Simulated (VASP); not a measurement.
Set up this calculation in VASP 6.6.1, as the native input.

| Property | Result |
| --- | --- |
| Task | single point |
| Functional | LDA |
| Potentials or basis | VASP PAW LDA potentials, release 64 (Zn, Pd) |
| Cutoff | 520 eV |
| k mesh | 16 × 16 × 16 |
| Occupations | gaussian, width 0.1 eV |
| Spin | no spin polarisation |
| Dipole correction | no |
| Further INCAR settings | ALGO = Normal; EDIFF = 1e-07; NBANDS = 31 |

The structure of Zn3Pd lies in POSCAR:

```
Zn3Pd
1.0
   -1.8251176442      1.8251176442      3.9574481544
    1.8251176442     -1.8251176442      3.9574481544
    1.8251176442      1.8251176442     -3.9574481544
Zn Pd
3 1
Direct
    0.7500000000      0.2500000000      0.5000000000
    0.2500000000      0.7500000000      0.5000000000
    0.5000000000      0.5000000000      0.0000000000
    0.0000000000      0.0000000000      0.0000000000
```

One way to write it, as run:

INCAR

```
SYSTEM = Zn3Pd
PREC = Accurate
ENCUT = 520
EDIFF = 1E-7
ISMEAR = 0
SIGMA = 0.1
LREAL = .False.
LASPH = .True.
NELM = 100
ALGO = Normal
ISIF = 2
LWAVE = .False.
LCHARG = .False.
GGA = CA
NBANDS = 31
```

KPOINTS

```
regular mesh
0
Gamma
  16 16 16
  0 0 0
```

Potentials or basis: VASP PAW LDA potentials, release 64 (Zn, Pd).

Launch:

```bash
$ cat potpaw_LDA.64/Zn/POTCAR potpaw_LDA.64/Pd/POTCAR > POTCAR
$ mpirun -np 1 vasp_std > vasp.out
```

It gave:

```
Pressure               : 1.0 GPa
Band gap on the k mesh : zero (band 23 reaches 9.33 eV, above the bottom of band 24 at 4.39 eV)
```

Wall time 4.3 min on 1 thread of Intel(R) Xeon(R) 6975P-C (Granite Rapids), on a shared host, peak memory 0.55 GiB.
